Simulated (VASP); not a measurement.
# Li33F32 (a cell with a defect) in VASP: single point with PBEsol

Aim: the single point of Li33F32 (a cell with a defect) with PBEsol.

Program: VASP 6.6.1. These are calculated values, not measurements. Logs are shortened: lines on timing, memory, paths and dates and some standing lists are left out, and cuts for length are marked.

### 1 The cell of the first run

The cell holds a defect, 65 atoms: a = 8.015 Å, b = 8.015 Å, c = 8.015 Å, α = 90.00°, β = 90.00°, γ = 90.00°.

### 2 Single point, PBEsol

Contents of INCAR:

```
ALGO = Normal
EDIFF = 1E-7
ENCUT = 520
GGA = PS
ISIF = 2
ISMEAR = -1
ISYM = 0
LASPH = T
LCHARG = F
LREAL = Auto
LWAVE = F
NBANDS = 200
NELECT = 322.0
NELM = 100
PREC = Accurate
SIGMA = 0.05
```

Contents of KPOINTS:

```
Automatic mesh
0
Gamma
  1 1 1
  0.25 0.25 0.25
```

Contents of POSCAR:

```
Li33F32
1.0
    8.0151850000      0.0000000000      0.0000000000
    0.0000000000      8.0151850000      0.0000000000
    0.0000000000      0.0000000000      8.0151850000
F Li
32 33
Direct
    0.2614630000      0.0063820000      0.0082650000
    0.2675030000      0.0101340000      0.5173240000
    0.2670190000      0.5041650000      0.0095870000
    0.7274300000      0.0578970000      0.9772680000
    0.7584100000      0.0063720000      0.5112650000
    0.7591070000      0.5140360000      0.0089670000
    0.7597250000      0.5041670000      0.5168540000
    0.0104370000      0.2625090000      0.0119620000
    0.0218860000      0.2799910000      0.5206250000
    0.0472870000      0.7264550000      0.9731170000
    0.0148490000      0.7557430000      0.5071940000
    0.4979480000      0.2709390000      0.0087970000
    0.5061310000      0.2642060000      0.5102080000
    0.5113480000      0.7596500000      0.0108760000
    0.4963100000      0.7512050000      0.5156600000
    0.8884560000      0.8934500000      0.1382930000
    0.0130000000      0.0077230000      0.7548840000
    0.0165140000      0.5157350000      0.2663300000
    0.0170600000      0.5057190000      0.7489060000
    0.5050340000      0.0077290000      0.2628210000
    0.5036520000      0.0096540000      0.7534860000
    0.4990860000      0.5057160000      0.2668820000
    0.5049900000      0.5101620000      0.7548320000
    0.2708270000      0.2799950000      0.2717060000
    0.2604170000      0.2642080000      0.7559560000
    0.2574030000      0.7557440000      0.2646710000
    0.2658590000      0.7512100000      0.7461360000
    0.7621040000      0.2625160000      0.2602690000
    0.7589530000      0.2709390000      0.7477910000
    0.7232690000      0.7264570000      0.2971070000
    0.7610260000      0.7596570000      0.7611950000
    0.0473510000      0.0629350000      0.2971900000
    0.0383630000      0.2874140000      0.2882050000
    0.0376530000      0.9531140000      0.9768570000
    0.0097890000      0.0134190000      0.5151050000
    0.0093380000      0.5041940000      0.0049780000
    0.9855700000      0.5132480000      0.5134650000
    0.5058930000      0.0152060000      0.0051470000
    0.5080980000      0.0107960000      0.5150260000
    0.5091380000      0.5121970000      0.0098580000
    0.5323150000      0.5087250000      0.5096940000
    0.2581430000      0.2573710000      0.0105340000
    0.2628340000      0.2374230000      0.5126590000
    0.2731730000      0.7528700000      0.0036170000
    0.2605620000      0.7840630000      0.5103950000
    0.7319280000      0.2829850000      0.9817600000
    0.7607100000      0.2573730000      0.5079890000
    0.7571990000      0.7581100000      0.0070240000
    0.7537770000      0.7528640000      0.5230200000
    0.2652500000      0.0134210000      0.2596390000
    0.2651870000      0.0107920000      0.7579260000
    0.2636330000      0.5132380000      0.2354150000
    0.2598530000      0.5087290000      0.7821350000
    0.7270170000      0.9531070000      0.2874820000
    0.7553210000      0.0152020000      0.7557130000
    0.7551570000      0.5041950000      0.2591780000
    0.7600280000      0.5121990000      0.7589770000
    0.8876580000      0.1147380000      0.1374950000
    0.0098640000      0.2610460000      0.7607750000
    0.0137780000      0.7535430000      0.2635980000
    0.0160880000      0.7475130000      0.7467210000
    0.5109440000      0.2610520000      0.2596860000
    0.5058100000      0.2613320000      0.7556330000
    0.4968960000      0.7475080000      0.2659250000
    0.5081370000      0.7598770000      0.7579620000
```

Potentials or basis: VASP PAW PBE potentials, release 64 (F, Li_sv).

Started as:

```sh
> cat potpaw_PBE.64/F/POTCAR potpaw_PBE.64/Li_sv/POTCAR > POTCAR
> mpirun -np 1 vasp_std > vasp.out
```

OUTCAR:

```text
EDIFF = 1E-7
   ENCUT = 520
   GGA = PS
   ISIF = 2
   ISMEAR = -1
   ISYM = 0
   LASPH = T
   LREAL = Auto
   NELECT = 322.0
   NELM = 100
   PREC = Accurate

 ion  position               nearest neighbor table
   1  0.261  0.006  0.008-  34 1.86  38 1.96  51 2.01  42 2.01  50 2.02  44 2.03
   2  0.268  0.010  0.517-  45 1.81  43 1.82  39 1.93  51 1.93  50 2.07  35 2.07
   3  0.267  0.504  0.010-  52 1.81  53 1.82  40 1.94  42 1.98  44 1.99  36 2.07
   4  0.727  0.058  0.977-  46 1.80  38 1.82  55 1.82  58 1.87
   5  0.758  0.006  0.511-  54 1.86  55 1.96  39 2.01  47 2.01  35 2.02  49 2.03
   6  0.759  0.514  0.009-  46 1.88  48 1.96  40 2.00  57 2.00  56 2.01  36 2.01
   7  0.760  0.504  0.517-  37 1.81  41 1.82  57 1.94  47 1.98  49 1.99  56 2.07
   8  0.010  0.263  0.012-  58 1.84  36 1.94  42 1.99  59 2.01  33 2.23  46 2.25
   9  0.022  0.280  0.521-  33 1.87  37 1.89  59 1.93  43 1.96  47 2.10  35 2.14
  10  0.047  0.726  0.973-  34 1.82  36 1.83  44 1.84  61 1.84
  11  0.015  0.756  0.507-  61 1.92  60 1.95  37 1.96  45 1.98  35 2.07  49 2.10
  12  0.498  0.271  0.009-  46 1.89  42 1.93  40 1.94  62 2.02  63 2.03  38 2.05
  13  0.506  0.264  0.510-  43 1.96  63 1.97  41 1.97  62 2.01  39 2.03  47 2.04
  14  0.511  0.760  0.011-  44 1.91  48 1.97  40 1.98  65 2.03  38 2.05  64 2.05
  15  0.496  0.751  0.516-  45 1.91  65 1.95  41 1.97  64 2.00  49 2.06  39 2.08
  16  0.888  0.893  0.138-  58 1.77  60 1.81  54 1.83  34 1.83  48 1.84
  17  0.013  0.008  0.755-  34 1.84  35 1.92  51 2.02  59 2.03  55 2.07  61 2.09
  18  0.017  0.516  0.266-  33 1.85  60 1.91  52 2.00  37 2.00  36 2.10  56 2.10
  19  0.017  0.506  0.749-  37 1.90  61 1.94  59 1.96  53 1.96  36 2.05  57 2.06
  20  0.505  0.008  0.263-  54 1.84  50 1.92  39 2.02  62 2.03  38 2.07  64 2.09
  21  0.504  0.010  0.753-  39 1.91  51 1.91  65 2.00  63 2.02  38 2.02  55 2.02
  22  0.499  0.506  0.267-  52 1.90  64 1.94  62 1.96  41 1.96  56 2.05  40 2.06
[... 36 lines left out ...]
  55  0.755  0.015  0.756-   4 1.82   5 1.96  21 2.02  31 2.05  29 2.05  17 2.07
  56  0.755  0.504  0.259-  30 1.83  28 1.94   6 2.01  22 2.05   7 2.07  18 2.10
  57  0.760  0.512  0.759-  29 1.94   7 1.94  31 1.98   6 2.00  23 2.04  19 2.06  46 2.57
  58  0.888  0.115  0.137-  16 1.77   8 1.84  28 1.84  32 1.86   4 1.87  34 2.19  54 2.19  33 2.20
                            46 2.22
  59  0.010  0.261  0.761-   9 1.93  19 1.96  25 2.01   8 2.01  29 2.02  17 2.03
  60  0.014  0.754  0.264-  16 1.81  18 1.91  11 1.95  26 1.95
  61  0.016  0.748  0.747-  10 1.84  11 1.92  19 1.94  27 2.00  31 2.05  17 2.09  34 2.48
  62  0.511  0.261  0.260-  24 1.93  22 1.96  13 2.01  28 2.01  12 2.02  20 2.03
  63  0.506  0.261  0.756-  25 1.97  13 1.97  23 1.99  21 2.02  29 2.03  12 2.03  46 2.57
  64  0.497  0.748  0.266-  30 1.84  26 1.92  22 1.94  15 2.00  14 2.05  20 2.09  54 2.48
  65  0.508  0.760  0.758-  27 1.95  15 1.95  23 2.00  21 2.00  31 2.03  14 2.03

IMPORTANT INFORMATION: All symmetrisations will be switched off!
NOSYMM: (Re-)initialisation of all symmetry stuff for point group C_1.

----------------------------------------------------------------------------------------

                                     Primitive cell

  volume of cell :     514.9211

  direct lattice vectors                    reciprocal lattice vectors
     8.015185000  0.000000000  0.000000000     0.124763184  0.000000000  0.000000000
     0.000000000  8.015185000  0.000000000     0.000000000  0.124763184  0.000000000
     0.000000000  0.000000000  8.015185000     0.000000000  0.000000000  0.124763184

  length of vectors
     8.015185000  8.015185000  8.015185000     0.124763184  0.124763184  0.124763184

  position of ions in fractional coordinates (direct lattice)
     0.261463000  0.006382000  0.008265000
     0.267503000  0.010134000  0.517324000
     0.267019000  0.504165000  0.009587000
     0.727430000  0.057897000  0.977268000
     0.758410000  0.006372000  0.511265000
     0.759107000  0.514036000  0.008967000
[... 57 lines left out ...]
     0.496896000  0.747508000  0.265925000
     0.508137000  0.759877000  0.757962000

  ion indices of the primitive-cell ions
   primitive index   ion index
                 1           1
                 2           2
                 3           3
                 4           4
                 5           5
                 6           6
[... 57 lines left out ...]
                64          64
                65          65

----------------------------------------------------------------------------------------

 KPOINTS: Automatic mesh

Automatic generation of k-mesh.
 Grid dimensions read from file:
 generate k-points for:    1    1    1

 Generating k-lattice:

  Cartesian coordinates                     Fractional coordinates (reciprocal lattice)
     0.124763184  0.000000000  0.000000000     1.000000000  0.000000000  0.000000000
     0.000000000  0.124763184  0.000000000     0.000000000  1.000000000  0.000000000
     0.000000000  0.000000000  0.124763184     0.000000000  0.000000000  1.000000000

  Length of vectors
     0.124763184  0.124763184  0.124763184

  Shift w.r.t. Gamma in fractional coordinates (k-lattice)
     0.250000000  0.250000000  0.250000000

 Subroutine IBZKPT returns following result:
 ===========================================

 Found      4 irreducible k-points:

 Following reciprocal coordinates:
            Coordinates               Weight
  0.250000  0.250000  0.250000      2.000000
 -0.250000  0.250000  0.250000      2.000000
 -0.250000 -0.250000  0.250000      2.000000
  0.250000 -0.250000  0.250000      2.000000
   k-points           NKPTS =      4   k-points in BZ     NKDIM =      4   number of bands    NBANDS=    200
   number of dos      NEDOS =    301   number of ions     NIONS =     65
   total plane-waves  NPLWV = 216000
   dimension x,y,z NGX =    60 NGY =   60 NGZ =   60
   dimension x,y,z NGXF=   120 NGYF=  120 NGZF=  120
   ions per type =              32  33
   NGX,Y,Z   is equivalent  to a cutoff of  12.44, 12.44, 12.44 a.u.
   NGXF,Y,Z  is equivalent  to a cutoff of  24.89, 24.89, 24.89 a.u.
 SYSTEM =  unknown system
   PREC   = accura    normal or accurate (medium, high low for compatibility)
   ISTART =      0    job   : 0-new  1-cont  2-samecut
   ICHARG =      2    charge: 1-file 2-atom 10-const
   ISPIN  =      1    spin polarized calculation?
   LNONCOLLINEAR =      F non collinear calculations
   LSORBIT =      F    spin-orbit coupling
   LASPH  =      T    aspherical Exc in radial PAW
   ENCUT  =  520.0 eV  38.22 Ry    6.18 a.u.  14.90 14.90 14.90*2*pi/ulx,y,z
   NELM   =    100;   NELMIN=  2; NELMDL= -5     # of ELM steps
   EDIFF  = 0.1E-06   stopping-criterion for ELM
   LREAL  =      T    real-space projection
   EDIFFG = 0.1E-05   stopping-criterion for IOM
   NSW    =      0    number of steps for IOM
   IBRION =     -1    ionic relax: 0-MD 1-quasi-New 2-CG
   NFREE  =      0    steps in history (QN), initial steepest desc. (CG)
   ISIF   =      2    stress and relaxation
   ISYM   =      0    0-nonsym 1-usesym 2-fastsym
   POTIM  = 0.5000    time-step for ionic-motion
   TEBEG  =    0.0;   TEEND  =   0.0 temperature during run
   PSTRESS=    0.0 pullay stress
   NELECT =     322.0000    total number of electrons
   NUPDOWN=      -1.0000    fix difference up-down
   EMIN   =  10.00;   EMAX   =-10.00  energy-range for DOS
   EFERMI =   0.00;   METHOD = LEGACY
   ISMEAR =    -1;   SIGMA  =   0.05  broadening in eV -4-tet -1-fermi 0-gaus
   EFERMI_NEDOS =   21; number of points for ismear=-14 and -15
   IALGO  =     38    algorithm
   IMIX   =      4    mixing-type and parameters
     AMIX     =   0.40;   BMIX     =  1.00
     AMIX_MAG =   1.60;   BMIX_MAG =  1.00
  volume/ion in A,a.u.               =       7.92        53.46
  Fermi-wavevector in a.u.,A,eV,Ry     =   1.399952  2.645526 26.665602  1.959866
  Thomas-Fermi vector in A             =   2.522961
   LORBIT       =      0    0 simple, 1 ext, 2 COOP (PROOUT), +10 PAW based schemes
   GGA     = PS    functional components
   LHFCALC =     F    Hartree Fock is set to
   AEXX    =    0.0000 exact exchange contribution
   IVDW    =     0    specifies the selected vdW correction
   LEPSILON=     F    determine dielectric tensor
   LRPA    =     F    only Hartree local field effects (RPA)
 non-spin polarized calculation
  energy-cutoff  :      520.00
  volume of cell :      514.92
 maximum number of plane-waves:     13823
   NGX = 29   NGY = 29   NGZ = 29

 number of electron     322.0000068 magnetization

 Free energy of the ion-electron system (eV)
  ---------------------------------------------------
  ext. energy  EPLUGINS =         0.00000000
  ---------------------------------------------------
  free energy    TOTEN  =      -317.12298604 eV

  energy without entropy =     -317.12298604  energy(sigma->0) =     -317.12298604

 E-fermi :   1.4225     XC(G=0): -10.2368

 val. band max:        0.1549791134   @ k =  -0.2500   0.2500   0.2500
 cond. band min:       6.5616193323   @ k =  -0.2500   0.2500   0.2500
 fundamental gap:      6.4066402190
 Fermi energy:         1.4225376755

 k-point     1 :       0.2500    0.2500    0.2500
  band No.  band energies     occupation
      1     -41.1516      2.00000
      2     -41.1447      2.00000
      3     -41.1361      2.00000
      4     -41.1054      2.00000
      5     -41.0998      2.00000
      6     -41.0748      2.00000
[... 693 lines left out ...]
    172      10.4643      0.00000
    173      10.8326      0.00000
 [bands above 173 left out]

------------------------ aborting loop because EDIFF is reached ----------------------------------------

  FORCE on cell =-STRESS in cart. coord.  units (eV):
  Direction    XX          YY          ZZ          XY          YZ          ZX
  --------------------------------------------------------------------------------------
  -------------------------------------------------------------------------------------
  Total       10.1016026     10.4642430     10.0954761     -0.1937299     -0.1898377     -0.1009771
  in kB       31.4311455     32.5595015     31.4120830     -0.6027909     -0.5906802     -0.3141904
  external PRESSURE =      31.8009100 kB  Pullay stress =       0.0000000 kB

 VOLUME and BASIS-vectors are now :
 -----------------------------------------------------------------------------
  energy-cutoff  :      520.00
  volume of cell :      514.92
      direct lattice vectors                 reciprocal lattice vectors
     8.015185000  0.000000000  0.000000000     0.124763184  0.000000000  0.000000000
     0.000000000  8.015185000  0.000000000     0.000000000  0.124763184  0.000000000
     0.000000000  0.000000000  8.015185000     0.000000000  0.000000000  0.124763184

 POSITION                                       TOTAL-FORCE (eV/Angst)
 -----------------------------------------------------------------------------------
      2.09567      0.05115      0.06625         0.024017      0.009567      0.004094
      2.14409      0.08123      4.14645        -0.004476      0.009566     -0.004350
      2.14021      4.04098      0.07684        -0.005165     -0.004394     -0.008508
      5.83049      0.46406      7.83298         0.010946     -0.016203      0.009215
      6.07880      0.05107      4.09788         0.005027      0.008663      0.027621
      6.08438      4.12009      0.07187        -0.003927      0.004223     -0.006181
[... 57 lines left out ...]
      3.98271      5.99141      2.13144        -0.003218      0.018647     -0.007876
      4.07281      6.09055      6.07521         0.009822     -0.000175      0.009945
 -----------------------------------------------------------------------------------
    total drift:                                0.005153     -0.031265      0.007503

  FREE ENERGIE OF THE ION-ELECTRON SYSTEM (eV)
  ---------------------------------------------------
  free  energy   TOTEN  =      -317.1229860393 eV

  energy  without entropy=     -317.1229860393  energy(sigma->0) =     -317.12298604
```

It took 13 min on 1 thread of Intel Xeon Platinum 8259CL at 2.50GHz (Skylake/Cascade Lake), shared host; peak memory 0.61 GiB.

What came out:

```
Free energy   : -317.1230 eV
Largest force : 0.031 eV/Å
```

Forces in eV/Å, atoms in the order of the input:
```
F    0.024  0.010  0.004
F   -0.004  0.010 -0.004
F   -0.005 -0.004 -0.009
F    0.011 -0.016  0.009
F    0.005  0.009  0.028
F   -0.004  0.004 -0.006
F   -0.005 -0.003 -0.004
F    0.009  0.011 -0.007
F   -0.007 -0.012  0.010
F   -0.009 -0.022  0.015
F   -0.005  0.000 -0.005
F   -0.008  0.002 -0.004
F    0.004  0.001  0.012
F    0.012  0.001 -0.002
F    0.011  0.002  0.001
F   -0.011 -0.016 -0.012
F   -0.008  0.006 -0.016
F   -0.003 -0.009 -0.003
F   -0.006 -0.010  0.005
F   -0.016  0.005 -0.005
F    0.006  0.009  0.005
F    0.005 -0.012 -0.005
F    0.002 -0.014  0.001
F    0.007 -0.014 -0.005
F    0.011  0.001  0.002
F   -0.009  0.000 -0.003
F   -0.001  0.003  0.011
F   -0.006  0.010  0.008
F   -0.003  0.003 -0.009
F    0.016 -0.022 -0.007
F   -0.002  0.001  0.012
F   -0.004 -0.021 -0.004
Li  -0.020  0.007 -0.021
Li  -0.004  0.031  0.004
Li   0.003 -0.003  0.010
Li   0.003 -0.006  0.011
Li   0.020  0.010 -0.012
Li  -0.015 -0.011  0.009
Li   0.008 -0.006 -0.018
Li   0.002  0.007  0.004
Li  -0.017  0.003 -0.004
Li  -0.010 -0.005 -0.001
Li   0.000  0.016 -0.002
Li   0.005  0.008  0.009
Li  -0.009 -0.016 -0.011
Li   0.012  0.003  0.014
Li  -0.001 -0.004 -0.010
Li   0.002  0.001  0.003
Li   0.008  0.009  0.004
Li   0.012 -0.003  0.003
Li  -0.016 -0.006  0.008
Li  -0.010  0.010  0.019
Li  -0.003  0.003 -0.016
Li   0.003  0.030 -0.005
Li   0.007 -0.012 -0.015
Li   0.009 -0.005  0.002
Li   0.003  0.007  0.001
Li  -0.004  0.013 -0.002
Li  -0.001 -0.013  0.005
Li  -0.002  0.005 -0.003
Li  -0.006  0.018 -0.004
Li   0.005 -0.013 -0.002
Li   0.004 -0.009  0.005
Li  -0.003  0.019 -0.008
Li   0.010  0.000  0.010
```

Levels at points of the mesh, in eV from the Fermi level:
| k point | band 158 | band 159 | band 160 | band 161 | band 162 | band 163 | band 164 | band 165 |
| --- | --- | --- | --- | --- | --- | --- | --- | --- |
| (0.25, 0.25, 0.25) | -2.12 | -1.47 | -1.38 | -1.29 | 5.14 | 7.33 | 7.99 | 8.08 |

Caveat: the cell carries a net charge on a neutralising background, which shifts energy and pressure; the cell is charged against a uniform background, so pressure and absolute levels hang on convention; the cutoff is under 1.25 times the usual one of these potentials, so pressure, stress and relaxed cells hold a basis-set (Pulay) error; the PAW data sets were made with another functional, which shifts forces and pressure a little.
